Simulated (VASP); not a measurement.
PbS:

```
Pb S
1.0
     0.00000    3.00000    3.00000
     3.00000    0.00000    3.00000
     3.00000    3.00000    0.00000
Pb S
1 1
Direct
  0.00000 0.00000 0.00000
  0.50000 0.50000 0.50000
```

Base run:

```yaml
Program: VASP 6.6.1
Functional: PBEsol
Potentials_or_basis: VASP PAW PBE potentials, release 64 (Pb_d, S)
Cutoff: 500 eV
k_mesh: 6 × 6 × 6
Occupations: fermi-dirac, width 0.1 eV
Spin: no spin polarisation
```

Its results: band gap on the k mesh 0.38 eV, direct; pressure -2.8 GPa.

**Question.** The run is repeated on the same cell with these changes: functional from PBEsol to PBE. What comes out?

**Answer.** Band gap on the k mesh 0.49 eV, direct; pressure 0.1 GPa.

PBE binds less tightly than PBEsol, so the same cell stands under more pressure.

Caveats: spin-orbit coupling is left out, which moves the levels of the heavy elements; the PAW data sets were made with another functional, which shifts forces and pressure a little (some runs).

A k mesh can miss the band edges.
